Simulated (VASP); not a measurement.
Cd: single point with PBE

Cd, a sheet with vacuum:

```
Cd
1.0
     6.27857    0.00000    0.00000
    -3.13928    5.43740    0.00000
     0.00000    0.00000   23.80000
Cd
3
Cartesian
  -1.5696 2.7187 7.0000
  3.1393 0.0000 7.0000
  1.5696 2.7187 7.0000
```

```
Program             : VASP 6.6.1
Task                : single point
Functional          : PBE
Potentials or basis : VASP PAW PBE potentials, release 64 (Cd)
Cutoff              : 520 eV
k mesh              : 12 × 12 × 1
Occupations         : gaussian, width 0.1 eV
Spin                : no spin polarisation
```

| Quantity | Value |
| --- | --- |
| Band gap on the k mesh | zero (filled and empty bands touch) |

Levels at points of the mesh, in eV from the Fermi level:
```
           k point  band 16  band 17  band 18  band 19  band 20  band 21
(0.00, 0.00, 0.00)    -5.06    -0.45     0.00     0.00     0.11     1.29
(0.50, 0.00, 0.00)    -4.23    -3.46    -0.89     0.39     1.12     1.90
```

Run time: 4.5 min on 1 thread of Intel(R) Xeon(R) 6975P-C (Granite Rapids), on a shared host, peak memory 0.91 GiB.
